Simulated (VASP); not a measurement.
Crystal: InSe2.

```
In Se
1.0
     3.89489    0.00000    0.00000
     0.00000    3.89489    0.00000
     0.00000    0.00000    9.62623
In Se
2 4
Direct
  0.00000 0.50000 0.70647
  0.50000 0.00000 0.29353
  0.00000 0.50000 0.36621
  0.50000 0.00000 0.63379
  0.00000 0.00000 0.00000
  0.50000 0.50000 0.00000
```

Base run:

- Program: VASP 6.6.1
- Functional: PBE
- Potentials or basis: VASP PAW PBE potentials, release 64 (In_d, Se)
- Cutoff: 520 eV
- k mesh: 6 × 6 × 4
- Occupations: gaussian, width 0.1 eV
- Spin: no spin polarisation

Its results: band gap on the k mesh zero (bands 25 and 26 overlap by 1.94 eV); pressure -0.2 GPa; largest force 0.064 eV/Å.

The run is repeated on the same cell with these changes: k mesh from 6 × 6 × 4 to 4 × 4 × 2. What comes out?

Band gap on the k mesh zero (bands 25 and 26 overlap by 2.03 eV); pressure 0.2 GPa; largest force 0.152 eV/Å.

Caveats: some runs use coarse meshes; spin-orbit coupling is left out, which moves the levels of the heavy elements.
